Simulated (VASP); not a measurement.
# In4Sb3As (P-4m2) in VASP: further runs, part 2 of 2

VASP 6.6.1.

## Step 5: Single point, PBE

Contents of INCAR:

```
SYSTEM = In4Sb3As
PREC = Accurate
ENCUT = 520
EDIFF = 1E-6
ISMEAR = 0
SIGMA = 0.1
LREAL = .False.
LASPH = .True.
NELM = 80
ALGO = Normal
ISIF = 2
LWAVE = .False.
LCHARG = .False.
GGA = PE
NBANDS = 46
```

Contents of KPOINTS:

```
Automatic mesh
0
Gamma
  8 8 4
  0 0 0
```

Contents of POSCAR:

```
In4Sb3As
1.0
    4.6166895953      0.0000000000      0.0000000000
    0.0000000000      4.6166895953      0.0000000000
    0.0000000000      0.0000000000     13.0296067534
In Sb As
4 3 1
Direct
    0.5000000000      0.0000000000      0.8706841597
    0.0000000000      0.5000000000      0.1293158403
    0.5000000000      0.0000000000      0.3873084101
    0.0000000000      0.5000000000      0.6126915899
    0.0000000000      0.0000000000      0.7417659046
    0.5000000000      0.5000000000      0.0000000000
    0.0000000000      0.0000000000      0.2582340954
    0.5000000000      0.5000000000      0.5000000000
```

Potentials or basis: VASP PAW PBE potentials, release 64 (In_d, Sb, As).

On the command line:

```console
$ cat potpaw_PBE.64/In_d/POTCAR potpaw_PBE.64/Sb/POTCAR potpaw_PBE.64/As/POTCAR > POTCAR
$ mpirun -np 1 vasp_std > vasp.out
```

OUTCAR:

```text
SYSTEM = In4Sb3As
   PREC = Accurate
   ENCUT = 520
   EDIFF = 1E-6
   ISMEAR = 0
   LREAL = .False.
   LASPH = .True.
   NELM = 80
   ISIF = 2
   GGA = PE

 ion  position               nearest neighbor table
   1  0.500  0.000  0.871-   5 2.85   5 2.85   6 2.86   6 2.86
   2  0.000  0.500  0.129-   7 2.85   7 2.85   6 2.86   6 2.86
   3  0.500  0.000  0.387-   8 2.74   8 2.74   7 2.86   7 2.86
   4  0.000  0.500  0.613-   8 2.74   8 2.74   5 2.86   5 2.86
   5  0.000  0.000  0.742-   1 2.85   1 2.85   4 2.86   4 2.86
   6  0.500  0.500  0.000-   1 2.86   2 2.86   1 2.86   2 2.86
   7  0.000  0.000  0.258-   2 2.85   2 2.85   3 2.86   3 2.86
   8  0.500  0.500  0.500-   3 2.74   4 2.74   3 2.74   4 2.74

  LATTYP: Found a simple tetragonal cell.
 ALAT       =     4.6166895953
 C/A-ratio  =     2.8222834749

  Lattice vectors:

 A1 = (   4.6166895953,   0.0000000000,   0.0000000000)
 A2 = (   0.0000000000,   4.6166895953,   0.0000000000)
 A3 = (   0.0000000000,   0.0000000000,  13.0296067534)

Analysis of symmetry for initial positions (statically):
=====================================================================
 Subroutine PRICEL returns:
 Original cell was already a primitive cell.

 Routine SETGRP: Setting up the symmetry group for a
 simple tetragonal supercell.

 Subroutine GETGRP returns: Found  8 space group operations
 (whereof  8 operations were pure point group operations)
 out of a pool of 16 trial point group operations.

The static configuration has the point symmetry D_2d.

Analysis of symmetry for dynamics (positions and initial velocities):
=====================================================================
 Subroutine PRICEL returns:
 Original cell was already a primitive cell.

 Routine SETGRP: Setting up the symmetry group for a
 simple tetragonal supercell.

[... 138 lines left out ...]
  Fermi-wavevector in a.u.,A,eV,Ry     =   1.043890  1.972666 14.826357  1.089707
  Thomas-Fermi vector in A             =   2.178619
   LORBIT       =      0    0 simple, 1 ext, 2 COOP (PROOUT), +10 PAW based schemes
   GGA     = PE    functional components
   LHFCALC =     F    Hartree Fock is set to
   AEXX    =    0.0000 exact exchange contribution
   IVDW    =     0    specifies the selected vdW correction
   LEPSILON=     F    determine dielectric tensor
   LRPA    =     F    only Hartree local field effects (RPA)
 non-spin polarized calculation
 Gauss-broadening in eV      SIGMA  =   0.10
  energy-cutoff  :      520.00
  volume of cell :      277.71
 maximum number of plane-waves:      7510
 NGX is ok and might be reduce to    36
   NGX = 17   NGY = 17   NGZ = 49

 number of electron      71.9999966 magnetization

 Free energy of the ion-electron system (eV)
  ---------------------------------------------------
  ext. energy  EPLUGINS =         0.00000000
  ---------------------------------------------------
  free energy    TOTEN  =       -28.46215023 eV

  energy without entropy =      -28.46127627  energy(sigma->0) =      -28.46171325

 E-fermi :   4.3601     XC(G=0):  -8.4852

 val. band max:        4.3143665356   @ k =   0.0000   0.0000   0.0000
 cond. band min:       4.5608191593   @ k =   0.5000   0.0000   0.0000
 fundamental gap:      0.2464526237
 Fermi energy:         4.3600530262

 k-point     1 :       0.0000    0.0000    0.0000
  band No.  band energies     occupation
      1     -10.2432      2.00000
      2     -10.1836      2.00000
      3     -10.1813      2.00000
      4     -10.1651      2.00000
      5     -10.1651      2.00000
      6     -10.1471      2.00000
[... 1165 lines left out ...]
     45       8.7205      0.00000
     46       8.7404      0.00000

 [... further k-points ...]

------------------------ aborting loop because EDIFF is reached ----------------------------------------

  FORCE on cell =-STRESS in cart. coord.  units (eV):
  Direction    XX          YY          ZZ          XY          YZ          ZX
  --------------------------------------------------------------------------------------
  -------------------------------------------------------------------------------------
  Total       -0.0283557     -0.0283557     -0.0030380      0.0000000     -0.0000000      0.0000000
  in kB       -0.1635904     -0.1635904     -0.0175270      0.0000000     -0.0000000      0.0000000
  external PRESSURE =      -0.1149026 kB  Pullay stress =       0.0000000 kB

 VOLUME and BASIS-vectors are now :
 -----------------------------------------------------------------------------
  energy-cutoff  :      520.00
  volume of cell :      277.71
      direct lattice vectors                 reciprocal lattice vectors
     4.616689595  0.000000000  0.000000000     0.216605422  0.000000000  0.000000000
     0.000000000  4.616689595  0.000000000     0.000000000  0.216605422  0.000000000
     0.000000000  0.000000000 13.029606753     0.000000000  0.000000000  0.076748287

 POSITION                                       TOTAL-FORCE (eV/Angst)
 -----------------------------------------------------------------------------------
      2.30834      0.00000     11.34467        -0.000000      0.000000      0.001528
      0.00000      2.30834      1.68493        -0.000000      0.000000     -0.001528
      2.30834      0.00000      5.04648         0.000000      0.000000     -0.005373
      0.00000      2.30834      7.98313        -0.000000      0.000000      0.005373
      0.00000      0.00000      9.66492        -0.000000      0.000000      0.000350
      2.30834      2.30834      0.00000        -0.000000     -0.000000      0.000000
      0.00000      0.00000      3.36469        -0.000000      0.000000     -0.000350
      2.30834      2.30834      6.51480        -0.000000     -0.000000      0.000000
 -----------------------------------------------------------------------------------
    total drift:                                0.000000     -0.000000      0.000000

  FREE ENERGIE OF THE ION-ELECTRON SYSTEM (eV)
  ---------------------------------------------------
  free  energy   TOTEN  =       -28.4621502294 eV

  energy  without entropy=      -28.4612762662  energy(sigma->0) =      -28.46171325
```

stdout:

```text
POSCAR found type information on POSCAR InSbAs
 POSCAR found :  3 types and       8 ions
 scaLAPACK will be used
 LDA part: xc-table for (Slater+PW92), standard interpolation
 POSCAR, INCAR and KPOINTS ok, starting setup
 FFT: planning ... GRIDC
 FFT: planning ... GRID_SOFT
 FFT: planning ... GRID
 WAVECAR not read
 entering main loop
```

Run time: 4.9 min. Hardware: 1 thread of Intel Xeon 6975P-C (Granite Rapids), shared host; peak memory 0.67 GiB.

What came out:

* Free energy: -28.4622 eV
* Pressure: 0.0 GPa
* Largest force: 0.005 eV/Å
* Band gap on the k mesh: zero (filled and empty bands touch)

Forces on the atoms (eV/Å):
```
In   0.000  0.000  0.002
In   0.000  0.000 -0.002
In   0.000  0.000 -0.005
In   0.000  0.000  0.005
Sb   0.000  0.000  0.000
Sb   0.000  0.000  0.000
Sb   0.000  0.000  0.000
As   0.000  0.000  0.000
```

Caveat: semilocal functionals underestimate gaps, and a narrow one can read as zero; spin-orbit coupling is left out, which moves the levels of the heavy elements.

## Step 6: Summary

| task | cell | k mesh | cutoff (eV) | gap on the mesh (eV) | pressure (GPa) | largest force (eV/Å) |
| --- | --- | --- | --- | --- | --- | --- |
| single point | a = 4.641, b = 4.641, c = 12.893 Å, 8 atoms, atomic positions A | 4 × 4 × 2 | 520 | 0.02 | 0.1 | - |
| single point | a = 4.244, b = 4.244, c = 12.003 Å, 8 atoms, atomic positions B | 4 × 4 × 2 | 520 | 0.68 | 18.5 | 1.61 |
| relaxation of cell and atoms | relaxed from a = 4.244, b = 4.244, c = 12.003 Å, 8 atoms, atomic positions B | 4 × 4 × 2 | 600 | 0.06 | -0.1 | 0.01 |
| single point | a = 4.617, b = 4.617, c = 13.030 Å, 8 atoms, atomic positions C | 8 × 8 × 4 | 520 | none | 0.0 | 0.01 |

Alike in all rows: level PBE; potentials or basis VASP PAW PBE potentials, release 64 (In_d, Sb, As); no spin polarisation; smearing gaussian 0.1 eV.

Caveats: semilocal functionals underestimate gaps, and a narrow one can read as zero; spin-orbit coupling is left out, which moves the levels of the heavy elements; the smearing spreads over this small gap (at least some runs); the cell stands under pressure (at least some runs); forces of over 1 eV/Å act on the atoms, so gaps and moduli don't describe the material at rest (at least some runs).

Absolute energies hang on the potentials; compare differences alone.

The gap in the log of VASP goes by the Fermi energy; the results here count the filled bands.